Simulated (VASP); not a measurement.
TeW:

```
CELL_PARAMETERS angstrom
0.00000 3.06183 3.06183
3.06183 0.00000 3.06183
3.06183 3.06183 0.00000
ATOMIC_POSITIONS crystal
W 0.00000 0.00000 0.00000
Te 0.25000 0.25000 0.25000
```

Base run:

```yaml
Program: VASP 6.6.1
Functional: PBE
Potentials_or_basis: VASP PAW PBE potentials, release 64 (W_sv, Te)
Cutoff: 520 eV
k_mesh: 12 × 12 × 12
Occupations: gaussian, width 0.1 eV
Spin: collinear spin
Starting_moments: "[0.2, -0.01] μB"
Fixed_moment: 0.25 μB
```

Its results: pressure -1.1 GPa; net moment 0.25 μB per cell; site moments W +0.21; Te -0.01 μB.

Problem. After a change of settings the same cell gave: pressure 0.0 GPa; net moment 1.40 μB per cell; site moments W +1.10; Te -0.03 μB. Which change was it?
A. fixed moment from 0.25 μB to 2 μB; moments at the start from [0.2, -0.01] to [1.46, -0.02]
B. fixed moment from 0.25 μB to 0.5 μB; moments at the start from [0.2, -0.01] to [0.4, -0.01]
C. fixed moment from 0.25 μB to none; moments at the start from [0.2, -0.01] to [0.5, 0.0]

Solution. C.

Caveats: the total moment is fixed, so each spin has its own Fermi level and the state may be an excited one (at least some runs).
